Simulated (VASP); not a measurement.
# Cu (Cmcm) in VASP: a series of runs

Runs on Cu. Level: LDA. Tasks: single point.

Program: VASP 6.6.1. These are calculated values, not measurements. Logs are shortened: lines on timing, memory, paths and dates and some standing lists are left out, and cuts for length are marked.

## (1) The cell of the first run

Symmetry: Cmcm, No. 63, orthorhombic system. Conventional cell: a = 2.421 Å, b = 7.899 Å, c = 2.459 Å, α = 90.00°, β = 90.00°, γ = 90.00°. Cu (site symmetry m2m) has 10 Cu at 2.42 to 2.52 Å within 3.2 Å.

## (2) Single point, LDA

Input file INCAR:

```
SYSTEM = Cu
ALGO = Fast
EDIFF = 1E-6
ENCUT = 520
GGA = CA
ISIF = 2
ISMEAR = -1
LASPH = .True.
LCHARG = .False.
LREAL = .False.
LWAVE = .False.
NBANDS = 18
NELM = 60
PREC = Accurate
SIGMA = 0.05
```

Input file KPOINTS:

```
k-points
0
Gamma
  11 11 11
  0 0 0
```

Input file POSCAR:

```
Cu
1.0
    1.2102858349     -3.9496901055      0.0000000000
    1.2102858349      3.9496901055      0.0000000000
    0.0000000000      0.0000000000      2.4588809590
Cu
2
Direct
    0.8661333500      0.1338666500      0.7500000000
    0.1338666500      0.8661333500      0.2500000000
```

Potentials or basis: VASP PAW LDA potentials, release 64 (Cu).

Started as:

```sh
cat potpaw_LDA.64/Cu/POTCAR > POTCAR
mpirun -np 1 vasp_std > vasp.out
```

OUTCAR:

```text
SYSTEM = Cu
   EDIFF = 1E-6
   ENCUT = 520
   GGA = CA
   ISIF = 2
   ISMEAR = -1
   LASPH = .True.
   LREAL = .False.
   NELM = 60
   PREC = Accurate

 ion  position               nearest neighbor table
   1  0.866  0.134  0.750-   2 2.45   2 2.45   2 2.52   2 2.52   2 2.52   2 2.52
   2  0.134  0.866  0.250-   1 2.45   1 2.45   1 2.52   1 2.52   1 2.52   1 2.52

  LATTYP: Found a base centered orthorhombic cell.
 ALAT       =     2.4205716698
 B/A-ratio  =     3.2634357865
 C/A-ratio  =     1.0158265461

  Lattice vectors:

 A1 = (   1.2102858349,  -3.9496901055,   0.0000000000)
 A2 = (   1.2102858349,   3.9496901055,   0.0000000000)
 A3 = (   0.0000000000,   0.0000000000,   2.4588809590)

Analysis of symmetry for initial positions (statically):
=====================================================================
 Subroutine PRICEL returns:
 Original cell was already a primitive cell.

 Routine SETGRP: Setting up the symmetry group for a
 base centered orthorhombic supercell.

 Subroutine GETGRP returns: Found  8 space group operations
 (whereof  4 operations were pure point group operations)
 out of a pool of  8 trial point group operations.

The static configuration has the point symmetry C_2h.
 The point group associated with its full space group is D_2h.

Analysis of symmetry for dynamics (positions and initial velocities):
=====================================================================
 Subroutine PRICEL returns:
 Original cell was already a primitive cell.

 Routine SETGRP: Setting up the symmetry group for a
 base centered orthorhombic supercell.

 Subroutine GETGRP returns: Found  8 space group operations
 (whereof  4 operations were pure point group operations)
 out of a pool of  8 trial point group operations.

The dynamic configuration has the point symmetry C_2h.
 The point group associated with its full space group is D_2h.

 Subroutine INISYM returns: Found  8 space group operations
 (whereof  4 operations are pure point group operations),
 and found     1 'primitive' translations

----------------------------------------------------------------------------------------

                                     Primitive cell

  volume of cell :      23.5082

  direct lattice vectors                    reciprocal lattice vectors
     1.210285835 -3.949690106  0.000000000     0.413125549 -0.126592210  0.000000000
     1.210285835  3.949690106  0.000000000     0.413125549  0.126592210  0.000000000
     0.000000000  0.000000000  2.458880959     0.000000000  0.000000000  0.406689066

  length of vectors
     4.130961599  4.130961599  2.458880959     0.432085995  0.432085995  0.406689066

  position of ions in fractional coordinates (direct lattice)
     0.866133350  0.133866650  0.750000000
     0.133866650  0.866133350  0.250000000

  ion indices of the primitive-cell ions
   primitive index   ion index
                 1           1
                 2           2

----------------------------------------------------------------------------------------

 KPOINTS: k-points

Automatic generation of k-mesh.
 Grid dimensions read from file:
 generate k-points for:   11   11   11

 Generating k-lattice:

  Cartesian coordinates                     Fractional coordinates (reciprocal lattice)
     0.037556868 -0.011508383  0.000000000     0.090909091 -0.000000000  0.000000000
     0.037556868  0.011508383  0.000000000    -0.000000000  0.090909091  0.000000000
     0.000000000  0.000000000  0.036971733     0.000000000  0.000000000  0.090909091

  Length of vectors
     0.039280545  0.039280545  0.036971733

  Shift w.r.t. Gamma in fractional coordinates (k-lattice)
     0.000000000  0.000000000  0.000000000

 Subroutine IBZKPT returns following result:
 ===========================================

 Found    216 irreducible k-points:

 Following reciprocal coordinates:
            Coordinates               Weight
  0.000000  0.000000  0.000000      1.000000
  0.090909  0.000000  0.000000      4.000000
  0.181818 -0.000000  0.000000      4.000000
  0.272727  0.000000  0.000000      4.000000
  0.363636  0.000000  0.000000      4.000000
  0.454545 -0.000000  0.000000      4.000000
[... 16 lines left out ...]
 -0.272727  0.181818  0.000000      4.000000
 -0.181818  0.181818  0.000000      2.000000
 [... further k-points ...]
   k-points           NKPTS =    216   k-points in BZ     NKDIM =    216   number of bands    NBANDS=     18
   number of dos      NEDOS =    301   number of ions     NIONS =      2
   total plane-waves  NPLWV =  18432
   dimension x,y,z NGX =    32 NGY =   32 NGZ =   18
   dimension x,y,z NGXF=    64 NGYF=   64 NGZF=   36
   ions per type =               2
   NGX,Y,Z   is equivalent  to a cutoff of  12.88, 12.88, 12.17 a.u.
   NGXF,Y,Z  is equivalent  to a cutoff of  25.76, 25.76, 24.34 a.u.
 SYSTEM =  Cu
   PREC   = accura    normal or accurate (medium, high low for compatibility)
   ISTART =      0    job   : 0-new  1-cont  2-samecut
   ICHARG =      2    charge: 1-file 2-atom 10-const
   ISPIN  =      1    spin polarized calculation?
   LNONCOLLINEAR =      F non collinear calculations
   LSORBIT =      F    spin-orbit coupling
   LASPH  =      T    aspherical Exc in radial PAW
   ENCUT  =  520.0 eV  38.22 Ry    6.18 a.u.   7.68  7.68  4.57*2*pi/ulx,y,z
   NELM   =     60;   NELMIN=  2; NELMDL= -5     # of ELM steps
   EDIFF  = 0.1E-05   stopping-criterion for ELM
   LREAL  =      F    real-space projection
   EDIFFG = 0.1E-04   stopping-criterion for IOM
   NSW    =      0    number of steps for IOM
   IBRION =     -1    ionic relax: 0-MD 1-quasi-New 2-CG
   NFREE  =      0    steps in history (QN), initial steepest desc. (CG)
   ISIF   =      2    stress and relaxation
   ISYM   =      2    0-nonsym 1-usesym 2-fastsym
   POTIM  = 0.5000    time-step for ionic-motion
   TEBEG  =    0.0;   TEEND  =   0.0 temperature during run
   PSTRESS=    0.0 pullay stress
   NELECT =      22.0000    total number of electrons
   NUPDOWN=      -1.0000    fix difference up-down
   EMIN   =  10.00;   EMAX   =-10.00  energy-range for DOS
   EFERMI =   0.00;   METHOD = LEGACY
   ISMEAR =    -1;   SIGMA  =   0.05  broadening in eV -4-tet -1-fermi 0-gaus
   EFERMI_NEDOS =   21; number of points for ismear=-14 and -15
   IALGO  =     68    algorithm
   IMIX   =      4    mixing-type and parameters
     AMIX     =   0.40;   BMIX     =  1.00
     AMIX_MAG =   1.60;   BMIX_MAG =  1.00
  volume/ion in A,a.u.               =      11.75        79.32
  Fermi-wavevector in a.u.,A,eV,Ry     =   1.601313  3.026043 34.888105  2.564203
  Thomas-Fermi vector in A             =   2.698311
   LORBIT       =      0    0 simple, 1 ext, 2 COOP (PROOUT), +10 PAW based schemes
   GGA     = CA    functional components
   LHFCALC =     F    Hartree Fock is set to
   AEXX    =    0.0000 exact exchange contribution
   IVDW    =     0    specifies the selected vdW correction
   LEPSILON=     F    determine dielectric tensor
   LRPA    =     F    only Hartree local field effects (RPA)
 non-spin polarized calculation
 RMM-DIIS sequential band-by-band and
  energy-cutoff  :      520.00
  volume of cell :       23.51
 maximum number of plane-waves:       660
   NGX = 15   NGY = 15   NGZ =  9

 number of electron      21.9999986 magnetization

 Free energy of the ion-electron system (eV)
  ---------------------------------------------------
  ext. energy  EPLUGINS =         0.00000000
  ---------------------------------------------------
  free energy    TOTEN  =        -9.09376436 eV

  energy without entropy =       -9.08961730  energy(sigma->0) =       -9.09169083

 E-fermi :   7.4150     XC(G=0): -13.0916

 val. band max:        7.3968667631   @ k =  -0.3636   0.3636   0.3636
 cond. band min:       7.4486799817   @ k =  -0.3636   0.2727   0.2727
 fundamental gap:      0.0518132185
 Fermi energy:         7.4150166449

 k-point     1 :       0.0000    0.0000    0.0000
  band No.  band energies     occupation
      1      -1.9911      2.00000
      2       2.2868      2.00000
      3       3.0457      2.00000
      4       3.5380      2.00000
      5       4.2721      2.00000
      6       4.5488      2.00000
[... 10 lines left out ...]
     17      27.2693      0.00000
     18      29.2627      0.00000

 k-point     2 :       0.0909    0.0000    0.0000
  band No.  band energies     occupation
      1      -1.7496      2.00000
      2       2.3773      2.00000
      3       3.1384      2.00000
      4       3.6229      2.00000
      5       4.3000      2.00000
      6       4.5388      2.00000
[... 10 lines left out ...]
     17      27.9062      0.00000
     18      31.0603      0.00000

 k-point     3 :       0.1818   -0.0000    0.0000
  band No.  band energies     occupation
      1      -1.0466      2.00000
      2       2.5949      2.00000
      3       3.3813      2.00000
      4       3.8254      2.00000
      5       4.2500      2.00000
      6       4.3728      2.00000
[... 10 lines left out ...]
     17      28.2364      0.00000
     18      31.5136      0.00000

 k-point     4 :       0.2727    0.0000    0.0000
  band No.  band energies     occupation
      1       0.0346      2.00000
      2       2.8064      2.00000
      3       3.5750      2.00000
      4       3.6572      2.00000
      5       4.2930      2.00000
      6       4.4571      2.00000
[... 375 lines left out ...]
      4       3.8801      2.00000
      5       3.9658      2.00000
      6       4.5188      2.00000
[... 10 lines left out ...]
     17      28.4908      0.00000
     18      29.0331      0.00000

 k-point    23 :      -0.2727    0.1818    0.0000
  band No.  band energies     occupation
      1      -1.2606      2.00000
      2       2.2181      2.00000
      3       3.0237      2.00000
      4       3.6948      2.00000
      5       4.2802      2.00000
      6       4.4606      2.00000
[... 10 lines left out ...]
     17      28.1352      0.00000
     18      29.5481      0.00000

 k-point    24 :      -0.1818    0.1818    0.0000
  band No.  band energies     occupation
      1      -1.6596      2.00000
      2       2.1884      2.00000
      3       2.9713      2.00000
      4       3.5901      2.00000
      5       4.3843      2.00000
      6       4.4239      2.00000
[... 10 lines left out ...]
     17      28.9518      0.00000
     18      29.0009      0.00000

 [... further k-points ...]

------------------------ aborting loop because EDIFF is reached ----------------------------------------

  FORCE on cell =-STRESS in cart. coord.  units (eV):
  Direction    XX          YY          ZZ          XY          YZ          ZX
  --------------------------------------------------------------------------------------
  -------------------------------------------------------------------------------------
  Total       -0.5197799     -0.6835736     -0.5190684      0.0000000     -0.0000000      0.0000000
  in kB      -35.4251382    -46.5883535    -35.3766514      0.0000000     -0.0000000      0.0000000
  external PRESSURE =     -39.1300477 kB  Pullay stress =       0.0000000 kB

 VOLUME and BASIS-vectors are now :
 -----------------------------------------------------------------------------
  energy-cutoff  :      520.00
  volume of cell :       23.51
      direct lattice vectors                 reciprocal lattice vectors
     1.210285835 -3.949690106  0.000000000     0.413125549 -0.126592210  0.000000000
     1.210285835  3.949690106  0.000000000     0.413125549  0.126592210  0.000000000
     0.000000000  0.000000000  2.458880959     0.000000000  0.000000000  0.406689066

 POSITION                                       TOTAL-FORCE (eV/Angst)
 -----------------------------------------------------------------------------------
      1.21029     -2.89223      1.84416         0.000000      0.011331      0.000000
      1.21029      2.89223      0.61472         0.000000     -0.011331     -0.000000
 -----------------------------------------------------------------------------------
    total drift:                                0.000000      0.000000      0.000000

  FREE ENERGIE OF THE ION-ELECTRON SYSTEM (eV)
  ---------------------------------------------------
  free  energy   TOTEN  =        -9.0937643632 eV

  energy  without entropy=       -9.0896173017  energy(sigma->0) =       -9.09169083
```

Wall time 85 s (1 thread of Intel Xeon Platinum 8375C at 2.90GHz (Ice Lake), shared host); peak memory 0.19 GiB.

What came out:

```
Free energy            : -9.0938 eV
Pressure               : -3.9 GPa
Largest force          : 0.011 eV/Å
Band gap on the k mesh : zero (bands 11 and 12 overlap by 5.51 eV)
```

Forces in eV/Å, atoms in the order of the input:
```
Cu   0.000  0.011  0.000
Cu   0.000 -0.011  0.000
```

Caveat: the cell stands under tension.

[end of part 1 of 2]

The gap in the log of VASP goes by the Fermi energy; the results here count the filled bands.